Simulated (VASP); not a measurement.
Set up this calculation in VASP 6.6.1, as the native input.

* Task: single point
* Functional: PBE
* Potentials or basis: VASP PAW PBE potentials, release 64 (Mg, O, C, F)
* Cutoff: 520 eV
* k mesh: 2 × 2 × 1
* Occupations: gaussian, width 0.05 eV
* Spin: no spin polarisation
* Dipole correction: no
* Further INCAR settings: LREAL = Auto; ALGO = Normal; EDIFF = 1e-07; NBANDS = 84

The structure of Mg12CO12F4 lies in POSCAR:

```
Mg12CO12F4
1.0
    5.6059430000      0.0000000000      0.0000000000
    2.8029710000      4.8548890000      0.0000000000
    0.0000000000      0.0000000000     16.7215410000
Mg O C F
12 12 1 4
Direct
    0.0000000000      0.0000000000      0.0598031007
    0.0000001407      0.4999998970      0.0598031007
    0.4999999108      0.0000000000      0.0598031007
    0.5000000515      0.4999998970      0.0598031007
    0.6671029633      0.6661002960      0.2116246344
    0.6674451997      0.1673057819      0.2102449170
    0.1661424344      0.6659968951      0.2111393920
    0.1662651465      0.1669364634      0.2116340832
    0.3440763143      0.3227849288      0.3623613398
    0.3333248405      0.8329197640      0.3613858914
    0.8395215019      0.3391912771      0.3643942864
    0.8231227762      0.8437517315      0.3623516517
    0.3333333459      0.8333333677      0.1282362672
    0.3333333082      0.3333332647      0.1282362672
    0.8333332567      0.8333333677      0.1282362672
    0.8333333974      0.3333332647      0.1282362672
    0.0008362007      0.5006392525      0.2781543280
   -0.0024276268     -0.0011580079      0.2811039365
    0.4990383416      0.4973763561      0.2811039365
    0.5025221421      0.0022888268      0.2782657412
    0.6773732913      0.1769846849      0.4384425455
    0.6614950165      0.6800229624      0.4237771507
    0.1803636462      0.1610743315      0.4237666253
    0.1609333621      0.6605772037      0.4239754578
    0.6896192516      0.1890593173      0.5211321134
    0.1087247375      0.6075065774      0.5022580754
    0.5639338032      0.0640560474      0.5555130356
    0.9494897788      0.0684450252      0.5487161739
    0.5697980390      0.4488782339      0.5487322012
```

These files were run (other wordings do the same):

INCAR

```
SYSTEM = Mg12CO12F4
  PREC = Accurate
  ENCUT = 520
  EDIFF = 1E-7
  ISMEAR = 0
  SIGMA = 0.05
  LREAL = Auto
  LASPH = .TRUE.
  NELM = 60
  ALGO = Normal
  ISIF = 2
  LWAVE = .FALSE.
  LCHARG = .FALSE.
  GGA = PE
  NBANDS = 84
```

KPOINTS

```
Automatic mesh
0
G
  2 2 1
  0 0 0
```

Potentials or basis: VASP PAW PBE potentials, release 64 (Mg, O, C, F).

Launch:

```bash
$ cat potpaw_PBE.64/Mg/POTCAR potpaw_PBE.64/O/POTCAR potpaw_PBE.64/C/POTCAR potpaw_PBE.64/F/POTCAR > POTCAR
$ mpirun -np 1 vasp_std > vasp.out
```

Results of the run:

```
Largest force          : 0.810 eV/Å
Band gap on the k mesh : zero (bands 64 and 65 overlap by 0.22 eV)
```

Caveat: the k points lie up to 0.65 Å⁻¹ apart.

Run time: 6.9 min on 1 thread of Intel(R) Xeon(R) Platinum 8375C CPU @ 2.90GHz (Ice Lake), with other jobs on the host, peak memory 0.55 GiB.
